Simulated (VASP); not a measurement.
# Re (Fm-3m) in VASP: further runs, part 2 of 2

VASP 6.6.1.

**3. Electric field gradients, LDA (volume scaled by 0.9405)**

File INCAR:

```
SYSTEM = Re
PREC     = Accurate       ! precision mode
ENCUT    = 520            ! plane-wave cutoff, eV
EDIFF    = 1E-8           ! SCF threshold, eV
ISMEAR   = -1             ! smearing method
SIGMA    = 0.03           ! smearing width, eV
LREAL    = .False.        ! projectors in reciprocal space
LASPH    = .True.         ! aspherical terms in the spheres
NELM     = 60             ! most SCF steps
ALGO     = Normal         ! electronic algorithm
ISIF     = 2              ! what is computed and relaxed
LWAVE    = .False.        ! write WAVECAR
LCHARG   = .False.        ! write CHGCAR
LEFG     = .True.       
NBANDS   = 10             ! bands
```

File KPOINTS:

```
regular mesh
0
Gamma
  14 14 14
  0 0 0
```

File POSCAR:

```
Re
1.0
    0.0000000000      1.9350255327      1.9350255327
    1.9350255327      0.0000000000      1.9350255327
    1.9350255327      1.9350255327      0.0000000000
Re
1
Direct
    0.0000000000      0.0000000000      0.0000000000
```

Potentials or basis: VASP PAW LDA potentials, release 64 (Re).

The run is started by

```bash
cat potpaw_LDA.64/Re/POTCAR > POTCAR
mpirun -np 1 vasp_std > vasp.out
```

OUTCAR:

```text
SYSTEM = Re
   PREC = Accurate
   ENCUT = 520
   EDIFF = 1E-8
   ISMEAR = -1
   LREAL = .False.
   LASPH = .True.
   NELM = 60
   ISIF = 2

 ion  position               nearest neighbor table
   1  0.000  0.000  0.000-

  LATTYP: Found a face centered cubic cell.
 ALAT       =     3.8700510654

  Lattice vectors:

 A1 = (   0.0000000000,   1.9350255327,   1.9350255327)
 A2 = (   1.9350255327,   0.0000000000,   1.9350255327)
 A3 = (   1.9350255327,   1.9350255327,   0.0000000000)

Analysis of symmetry for initial positions (statically):
=====================================================================
 Subroutine PRICEL returns:
 Original cell was already a primitive cell.

 Routine SETGRP: Setting up the symmetry group for a
 face centered cubic supercell.

 Subroutine GETGRP returns: Found 48 space group operations
 (whereof 48 operations were pure point group operations)
 out of a pool of 48 trial point group operations.

The static configuration has the point symmetry O_h .

Analysis of symmetry for dynamics (positions and initial velocities):
=====================================================================
 Subroutine PRICEL returns:
 Original cell was already a primitive cell.

 Routine SETGRP: Setting up the symmetry group for a
 face centered cubic supercell.

 Subroutine GETGRP returns: Found 48 space group operations
 (whereof 48 operations were pure point group operations)
 out of a pool of 48 trial point group operations.

The dynamic configuration has the point symmetry O_h .

 Subroutine INISYM returns: Found 48 space group operations
 (whereof 48 operations are pure point group operations),
 and found     1 'primitive' translations

[... 447 lines left out ...]
      1       1.0372      2.00000
      2       4.6300      2.00000
      3       6.6172      2.00000
      4       7.6117      2.00000
      5       9.1371      0.00000
      6      10.7341      0.00000
      7      23.9256      0.00000
      8      27.1825      0.00000
      9      29.5196      0.00000
     10      29.9957      0.00000

 [... further k-points ...]

------------------------ aborting loop because EDIFF is reached ----------------------------------------

  FORCE on cell =-STRESS in cart. coord.  units (eV):
  Direction    XX          YY          ZZ          XY          YZ          ZX
  --------------------------------------------------------------------------------------
  -------------------------------------------------------------------------------------
  Total       -0.1757783     -0.1757783     -0.1757783      0.0000000      0.0000000      0.0000000
  in kB      -19.4350577    -19.4350577    -19.4350577      0.0000000      0.0000000      0.0000000
  external PRESSURE =     -19.4350577 kB  Pullay stress =       0.0000000 kB

 VOLUME and BASIS-vectors are now :
 -----------------------------------------------------------------------------
  energy-cutoff  :      520.00
  volume of cell :       14.49
      direct lattice vectors                 reciprocal lattice vectors
     0.000000000  1.935025533  1.935025533    -0.258394523  0.258394523  0.258394523
     1.935025533  0.000000000  1.935025533     0.258394523 -0.258394523  0.258394523
     1.935025533  1.935025533  0.000000000     0.258394523  0.258394523 -0.258394523

 POSITION                                       TOTAL-FORCE (eV/Angst)
 -----------------------------------------------------------------------------------
      0.00000      0.00000      0.00000        -0.000000      0.000000     -0.000000
 -----------------------------------------------------------------------------------
    total drift:                                0.000000      0.000000     -0.000000

  FREE ENERGIE OF THE ION-ELECTRON SYSTEM (eV)
  ---------------------------------------------------
  free  energy   TOTEN  =       -13.6904425997 eV

  energy  without entropy=      -13.6875732589  energy(sigma->0) =      -13.68900793

 Electric field gradients (V/A^2)
---------------------------------------------------------------------
 ion       V_xx      V_yy      V_zz      V_xy      V_xz      V_yz
---------------------------------------------------------------------
   1      -0.000    -0.000     0.000    -0.000    -0.000    -0.000
---------------------------------------------------------------------

 Electric field gradients after diagonalization (V/A^2)
 (convention: |V_zz| > |V_xx| > |V_yy|)
----------------------------------------------------------------------
 ion       V_xx      V_yy      V_zz     asymmetry (V_yy - V_xx)/ V_zz
----------------------------------------------------------------------
   1       0.000     0.000    -0.000       0.000
----------------------------------------------------------------------

           NMR quadrupolar parameters

 Cq : quadrupolar parameter    Cq=e*Q*V_zz/h
 eta: asymmetry parameters     (V_yy - V_xx)/ V_zz
 Q  : nuclear electric quadrupole moment in mb (millibarn)
----------------------------------------------------------------------
 ion       Cq(MHz)       eta       Q (mb)
----------------------------------------------------------------------
   1      -0.000       0.000       1.000
----------------------------------------------------------------------
```

Run time: 24 s. Hardware: 1 thread of Intel Xeon 6975P-C, shared host; peak memory 0.13 GiB.

What came out:

* Free energy: -13.6904 eV
* Pressure: -1.9 GPa

Caveat: without QUAD_EFG the Cq values of the log hold for a quadrupole moment of 1 mb, not for the nuclei.

**4. Electric field gradients, LDA (volume scaled by 0.97)**

File INCAR:

```
SYSTEM = Re
PREC = Accurate ; ENCUT = 520
EDIFF = 1E-8 ; ISMEAR = -1
SIGMA = 0.03 ; LREAL = .FALSE.
LASPH = .TRUE. ; NELM = 100
ALGO = Normal ; ISIF = 2
LWAVE = .FALSE. ; LCHARG = .FALSE.
GGA = CA ; LEFG = .TRUE.
NBANDS = 10
```

File KPOINTS:

```
regular mesh
0
G
  14 14 14
  0 0 0
```

File POSCAR:

```
Re
1.0
    0.0000000000      1.9550491410      1.9550491410
    1.9550491410      0.0000000000      1.9550491410
    1.9550491410      1.9550491410      0.0000000000
Re
1
Direct
    0.0000000000      0.0000000000      0.0000000000
```

Potentials or basis: VASP PAW LDA potentials, release 64 (Re).

The run is started by

```bash
cat potpaw_LDA.64/Re/POTCAR > POTCAR
mpirun -np 1 vasp_std > vasp.out
```

OUTCAR:

```text
SYSTEM = Re
   PREC = Accurate
   ENCUT = 520
   EDIFF = 1E-8
   ISMEAR = -1
   LREAL = .FALSE.
   LASPH = .TRUE.
   NELM = 100
   ISIF = 2
   GGA = CA

 ion  position               nearest neighbor table
   1  0.000  0.000  0.000-

  LATTYP: Found a face centered cubic cell.
 ALAT       =     3.9100982820

  Lattice vectors:

 A1 = (   0.0000000000,   1.9550491410,   1.9550491410)
 A2 = (   1.9550491410,   0.0000000000,   1.9550491410)
 A3 = (   1.9550491410,   1.9550491410,   0.0000000000)

Analysis of symmetry for initial positions (statically):
=====================================================================
 Subroutine PRICEL returns:
 Original cell was already a primitive cell.

 Routine SETGRP: Setting up the symmetry group for a
 face centered cubic supercell.

[... 493 lines left out ...]
  external PRESSURE =    -134.1969915 kB  Pullay stress =       0.0000000 kB

 VOLUME and BASIS-vectors are now :
 -----------------------------------------------------------------------------
  energy-cutoff  :      520.00
  volume of cell :       14.95
      direct lattice vectors                 reciprocal lattice vectors
     0.000000000  1.955049141  1.955049141    -0.255748047  0.255748047  0.255748047
     1.955049141  0.000000000  1.955049141     0.255748047 -0.255748047  0.255748047
     1.955049141  1.955049141  0.000000000     0.255748047  0.255748047 -0.255748047

 POSITION                                       TOTAL-FORCE (eV/Angst)
 -----------------------------------------------------------------------------------
      0.00000      0.00000      0.00000         0.000000      0.000000      0.000000
 -----------------------------------------------------------------------------------
    total drift:                               -0.000000      0.000000     -0.000000

  FREE ENERGIE OF THE ION-ELECTRON SYSTEM (eV)
  ---------------------------------------------------
  free  energy   TOTEN  =       -13.6685539225 eV

  energy  without entropy=      -13.6651177704  energy(sigma->0) =      -13.66683585

 Electric field gradients (V/A^2)
---------------------------------------------------------------------
 ion       V_xx      V_yy      V_zz      V_xy      V_xz      V_yz
---------------------------------------------------------------------
   1       0.000     0.000    -0.000     0.000     0.000     0.000
---------------------------------------------------------------------

 Electric field gradients after diagonalization (V/A^2)
 (convention: |V_zz| > |V_xx| > |V_yy|)
----------------------------------------------------------------------
 ion       V_xx      V_yy      V_zz     asymmetry (V_yy - V_xx)/ V_zz
----------------------------------------------------------------------
   1      -0.000    -0.000     0.000       0.000
----------------------------------------------------------------------

           NMR quadrupolar parameters

 Cq : quadrupolar parameter    Cq=e*Q*V_zz/h
 eta: asymmetry parameters     (V_yy - V_xx)/ V_zz
 Q  : nuclear electric quadrupole moment in mb (millibarn)
----------------------------------------------------------------------
 ion       Cq(MHz)       eta       Q (mb)
----------------------------------------------------------------------
   1       0.000       0.000       1.000
----------------------------------------------------------------------
```

OSZICAR:

```text
N       E                     dE             d eps       ncg     rms          rms(c)
DAV:   1     0.133698253032E+02    0.13370E+02   -0.33302E+03  2694   0.631E+02
DAV:   2    -0.132799687390E+02   -0.26650E+02   -0.23071E+02  2770   0.143E+02
DAV:   3    -0.144222383250E+02   -0.11423E+01   -0.10853E+01  3294   0.445E+01
DAV:   4    -0.144264325994E+02   -0.41943E-02   -0.41901E-02  3212   0.151E+00
DAV:   5    -0.144264365008E+02   -0.39014E-05   -0.39018E-05  2882   0.412E-02    0.293E+01
DAV:   6    -0.138523914941E+02    0.57405E+00   -0.50777E-01  3320   0.108E+01    0.121E+01
DAV:   7    -0.136737655053E+02    0.17863E+00   -0.35107E-01  3312   0.853E+00    0.372E-01
DAV:   8    -0.136692351162E+02    0.45304E-02   -0.17809E-03  2880   0.276E-01    0.131E-01
DAV:   9    -0.136685514947E+02    0.68362E-03   -0.32843E-04  2838   0.102E-01    0.284E-02
DAV:  10    -0.136685541304E+02   -0.26357E-05   -0.14714E-05  2922   0.268E-02    0.759E-03
DAV:  11    -0.136685539424E+02    0.18799E-06   -0.10528E-07  2562   0.460E-03    0.174E-03
DAV:  12    -0.136685539239E+02    0.18518E-07   -0.27158E-08  2488   0.258E-03    0.353E-04
DAV:  13    -0.136685539225E+02    0.14725E-08   -0.50520E-10  1366   0.228E-04
   1 F= -.13668554E+02 E0= -.13666836E+02  d E =-.343615E-02
```

Run time: 29 s. Hardware: 1 thread of Intel Xeon 6975P-C, shared host; peak memory 0.14 GiB.

Results:

```
Free energy : -13.6686 eV
Pressure    : -13.4 GPa
```

Caveat: without QUAD_EFG the Cq values of the log hold for a quadrupole moment of 1 mb, not for the nuclei.
